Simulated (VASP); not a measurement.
Runs of VASP 6.6.1 on CoTeH. The structure is that of space group P6_3/mmc (No. 194), or close to it. The cells are those of the table. The cell was generated, and may not be a known phase.

```csv
task,spin,cell,k mesh,cutoff (eV),gap on the mesh (eV),pressure (GPa),moment (μB)
single point,"collinear, antiferromagnetic start","a = 4.971, b = 4.971, c = 6.093 Å, angles 90.0, 90.0, 120.0°, 6 atoms",6 × 6 × 4,520,none,12.0,0.00
single point,"collinear, antiferromagnetic start","a = 3.150, b = 3.150, c = 9.024 Å, angles 90.0, 90.0, 120.0°, 6 atoms",6 × 6 × 4,520,none,(a),0.00
single point,off,"a = 3.162, b = 3.162, c = 8.991 Å, angles 90.0, 90.0, 120.0°, 6 atoms",12 × 12 × 4,520,none,-0.1,-
relaxation of cell and atoms,off,"relaxed from a = 3.150, b = 3.150, c = 9.024 Å, angles 90.0, 90.0, 120.0°, 6 atoms",12 × 12 × 4,600,none,0.0,-
```

Alike in all rows: level PBE; potentials or basis VASP PAW PBE potentials, release 64 (Co, Te, H); smearing gaussian 0.1 eV.

Problem. Estimate the missing entries.

Solution. (a) 0.3.

Caveats: some runs use coarse meshes; spin-orbit coupling is left out, which moves the levels of the heavy elements; the stress differs along the axes, from -7 to 50 GPa (at least some runs); the antiferromagnetic order is the one typed at the start, and another may lie lower (at least some runs).

A k mesh can miss the band edges, and the runs leave out spin-orbit coupling on Te.

A gap of «none» marks levels without a gap at the run's occupations.
